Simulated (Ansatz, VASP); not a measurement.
## TeP in VASP and in Ansatz

The input INCAR:

```
PREC = Accurate ; ENCUT = 500
EDIFF = 1E-7 ; ISMEAR = 0
SIGMA = 0.1 ; LREAL = False
LASPH = True ; NELM = 120
ALGO = Normal ; ISIF = 3
LWAVE = False ; LCHARG = False
GGA = PE ; IBRION = 2
NSW = 100 ; EDIFFG = -0.01
GGA_COMPAT = False ; NELMIN = 4
```

KPOINTS

```
Automatic mesh
0
Gamma
  16 16 16
```

File POSCAR:

```
TeP
1.0
    3.4185812728      0.0000000000      0.0000000000
    0.0000000000      3.4185812728      0.0000000000
    0.0000000000      0.0000000000      3.6477850422
Te P
1 1
Direct
    0.0000000000      0.0000000000      0.5000000000
    0.5000000000      0.5000000000      0.0000000000
```

Input for Ansatz:

```yaml
crystal:
  lattice:
    - [3.4185812728, 0.0, 0.0]
    - [0.0, 3.4185812728, 0.0]
    - [0.0, 0.0, 3.6477850422]
  atoms:
    - { symbol: Te, position: [0.0, 0.0, 0.5] }
    - { symbol: P, position: [0.5, 0.5, 0.0] }
basis:
  ecutwfc: 420
kpoints:
  mp_grid: { grid: [16, 16, 16] }
hamiltonian:
  xc: pbe
scf:
  occupations: { method: gaussian, width: 0.1 }
output:
  forces: true
  stress: true
  eigenvalues: true
relax:
  adjacent_minimum: "off"
  f_tol: 0.01
  max_steps: 80
  cell: { stress_tol: 0.05 }
```

Change from the starting cell: species swapped into the CdAu type (Pmma, No. 51).

Alike in both runs: task relaxation of cell and atoms; functional PBE; k mesh 16 × 16 × 16; occupations gaussian, width 0.1 eV; no spin polarisation.

|  | VASP | Ansatz |
| --- | --- | --- |
| version | VASP 6.6.1 | Ansatz 0.2.0 |
| potentials or method | VASP PAW PBE potentials, release 64 (Te, P), cutoff 500 eV | scalar-relativistic, plane waves, PAW |
| valence electrons in the cell | 11 | 21 |

Ansatz gave:

```
gap on the k mesh at the Fermi level, each at its own relaxed structure (eV) : none
relaxed volume (Å³/atom)                                                     : 21.15
relaxed cell length with the largest relative difference (Å)                 : 3.485
```

Task: What did VASP give for the same quantities?

Result: gap on the k mesh at the Fermi level, each at its own relaxed structure (eV): none; relaxed volume (Å³/atom): 21.12; relaxed cell length with the largest relative difference (Å): 3.483.

A gap of «none» marks a metal or a gap that the smearing closes. VASP's potentials hold 11 valence electrons a cell and Ansatz's 21, so a difference there can come from the potentials and not from the codes.

Neither program's run includes spin-orbit coupling.
